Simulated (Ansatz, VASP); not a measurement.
Two plane-wave programs on Te

```
CELL_PARAMETERS angstrom
4.52261 0.00000 0.00000
-2.26130 3.91669 0.00000
0.00000 0.00000 6.22347
ATOMIC_POSITIONS crystal
Te 0.74204 0.00000 0.33333
Te 0.00000 0.74204 0.66667
Te 0.25796 0.25796 0.00000
```

Change from the starting cell: strain along c alone, the other axes held, atoms relaxed: +4.5 %.

Alike in both runs: functional PBE; k mesh 12 × 12 × 6; occupations gaussian, width 0.01 eV; no spin polarisation.

Ansatz relaxed the structure, and its values are those at the end. VASP's run is a single point on that final structure, the one shown.

```csv
,VASP,Ansatz
version,VASP 6.6.1,Ansatz 0.2.0
potentials or method,"VASP PAW PBE potentials, release 64 (Te), cutoff 520 eV","scalar-relativistic, plane waves, PAW"
valence electrons in the cell,18,48
```

|  | VASP | Ansatz | Ansatz less VASP |
| --- | --- | --- | --- |
| pressure (GPa) | -1.4 | -1.4 | 0.00 |

VASP's potentials hold 18 valence electrons a cell and Ansatz's 48, so a difference there can come from the potentials and not from the codes. Ansatz's warnings: stress scf threshold loose.

Spin-orbit coupling is off throughout.
